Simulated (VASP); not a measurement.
Input of a VASP 6.6.1 run:

The input POSCAR:

```
WC
1.0
    0.0000000000      2.2496621392      2.2496621392
    2.2496621392      0.0000000000      2.2496621392
    2.2496621392      2.2496621392      0.0000000000
W C
1 1
Direct
    0.0000000000      0.0000000000      0.0000000000
    0.5000000000      0.5000000000      0.5000000000
```

Contents of INCAR.step1:

```
  PREC = Accurate
  ENCUT = 520
  ISMEAR = 0
  SIGMA = 0.05
  LREAL = False
  LASPH = True
  NELM = 80
  NBANDS = 16
  GGA = PE
  ALGO = Normal
  EDIFF = 1E-4
  LWAVE = True
  LCHARG = False
```

INCAR.step2

```
  PREC = Accurate
  ENCUT = 520
  EDIFF = 1E-6
  ISMEAR = 0
  SIGMA = 0.05
  LREAL = False
  LASPH = True
  NELM = 80
  ALGO = Normal
  ISIF = 2
  LWAVE = False
  LCHARG = True
  METAGGA = R2SCAN
  LMIXTAU = True
  LELF = True
  LVHAR = True
  NBANDS = 16
  ISTART = 1
```

File KPOINTS:

```
regular mesh
0
Gamma
  11 11 11
```

Potentials or basis: VASP PAW PBE potentials, release 64 (W_sv, C).

Run with:

```sh
$ cat potpaw_PBE.64/W_sv/POTCAR potpaw_PBE.64/C/POTCAR > POTCAR
$ cp INCAR.step1 INCAR
$ mpirun -np 1 vasp_std > vasp.out
$ cp INCAR.step2 INCAR
$ mpirun -np 1 vasp_std > vasp.out
```

(1) Predict the band gap on the k mesh.

(2) Predict the pressure.

Answers

(1) zero (bands 9 and 10 overlap by 2.85 eV).

(2) -27.3 GPa.

Caveat: the cell stands under tension; the PAW data sets were made with another functional, which shifts forces and pressure a little; spin-orbit coupling is left out, which moves the levels of the heavy elements.
